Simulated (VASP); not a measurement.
Set up this calculation in VASP 6.6.1, as the native input.

| Property | Result |
| --- | --- |
| Task | relaxation of cell and atoms |
| Functional | PBE |
| Potentials or basis | VASP PAW PBE potentials, release 64 (Sn_d, As) |
| Cutoff | 600 eV |
| k mesh | 8 × 8 × 8 |
| Occupations | gaussian, width 0.1 eV |
| Spin | no spin polarisation |
| Dipole correction | no |
| Further INCAR settings | ALGO = Fast; EDIFF = 1e-06; IBRION = 2; EDIFFG = -0.01; NSW = 100; ISIF = 3 |

The structure of Sn4As lies in POSCAR:

```
Sn4As
1.0
    5.3634650900      0.0000000000      0.0000000000
    0.0000000000      5.3634650900      0.0000000000
    0.0000000000      0.0000000000      5.3634650900
Sn As
4 1
Direct
    0.5000000000      0.0000000000      0.0000000000
    0.0000000000      0.5000000000      0.0000000000
    0.0000000000      0.0000000000      0.5000000000
    0.5000000000      0.5000000000      0.5000000000
    0.0000000000      0.0000000000      0.0000000000
```

The cell was generated, and may not be a known phase.

These files were run (other wordings do the same):

INCAR

```
PREC = Accurate
ENCUT = 600
EDIFF = 1E-6
ISMEAR = 0
SIGMA = 0.1
LREAL = F
LASPH = T
NELM = 100
ALGO = Fast
ISIF = 3
LWAVE = F
LCHARG = F
GGA = PE
IBRION = 2
NSW = 100
EDIFFG = -0.01
```

KPOINTS

```
Automatic mesh
0
Gamma
  8 8 8
```

Potentials or basis: VASP PAW PBE potentials, release 64 (Sn_d, As).

Launch:

```bash
$ cat potpaw_PBE.64/Sn_d/POTCAR potpaw_PBE.64/As/POTCAR > POTCAR
$ mpirun -np 1 vasp_std > vasp.out
```

Results of the run:

* Relaxed volume: 32.23 Å³/atom
* Relaxed cell: a = 5.442 Å, b = 5.442 Å, c = 5.442 Å, α = 90.00°, β = 90.00°, γ = 90.00°
* Space group after relaxing (to 0.1 Å): Pm-3m (No. 221)
* Energy gained by relaxing: 7.5 meV/atom
* Ionic steps: 3
* Pressure after relaxing: 0.0 GPa
* Band gap on the k mesh: zero (an odd number of electrons rules out a gap without spin polarisation)

Caveat: spin-orbit coupling is left out, which moves the levels of the heavy elements.

Run time: 21 min on 1 thread of Intel Xeon 8259CL, with other jobs on the host, peak memory 0.47 GiB.
